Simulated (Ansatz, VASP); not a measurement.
# One calculation of Cs, two programs

Contents of INCAR:

```
SYSTEM = Cs
PREC = Accurate
ENCUT = 520
EDIFF = 1E-6
ISMEAR = -1
SIGMA = 0.1
LREAL = .FALSE.
LASPH = .TRUE.
NELM = 100
ALGO = Normal
ISIF = 2
LWAVE = .FALSE.
LCHARG = .FALSE.
GGA = PE
NBANDS = 20
```

File KPOINTS:

```
regular mesh
0
G
  6 6 8
  0 0 0
```

Contents of POSCAR:

```
Cs
1.0
    9.1214654501      0.0000000000      0.0000000000
   -4.5607327251      7.8994207995      0.0000000000
    0.0000000000      0.0000000000      5.4800617702
Cs
3
Direct
    1.0000000000      1.0000000000      0.0000000000
    0.3333333333      0.6666666667      0.5000000000
    0.6666666667      0.3333333333      0.5000000000
```

Input for Ansatz:

```yaml
crystal:
  lattice:
    - [9.1214654501, 0.0, 0.0]
    - [-4.5607327251, 7.8994207995, 0.0]
    - [0.0, 0.0, 5.4800617702]
  atoms:
    - { symbol: Cs, position: [1.0, 1.0, 0.0] }
    - { symbol: Cs, position: [0.3333333333, 0.6666666667, 0.5] }
    - { symbol: Cs, position: [0.6666666667, 0.3333333333, 0.5] }
hamiltonian:
  xc: pbe
  pseudopotentials:
    kind: paw
    azcp:
      Cs: "pseudopotentials/Cs.paw.azcp"
basis:
  ecutwfc: 420
  fft_grid_basis: typed
kpoints:
  mp_grid: { grid: [6, 6, 8], shift: [0, 0, 0] }
magnetization:
  spin_polarized: false
scf:
  occupations: { method: fermi_dirac, width: 0.1 }
output:
  stress: true
```

Alike in both runs: task single point; functional PBE; k mesh 6 × 6 × 8; occupations fermi-dirac, width 0.1 eV; no spin polarisation.

|  | VASP | Ansatz |
| --- | --- | --- |
| version | VASP 6.6.1 | Ansatz 0.2.0 |
| potentials or method | VASP PAW PBE potentials, release 64 (Cs_sv), cutoff 520 eV | plane waves (420 eV) with PAW, scalar-relativistic |
| valence electrons in the cell | 27 | 27 |

```tsv
	VASP	Ansatz	Ansatz less VASP
pressure (GPa)	-0.2	-0.2	+0.01
```

With one functional, cell and mesh, what is left measures potentials, basis and numerics.

Neither program's run includes spin-orbit coupling.
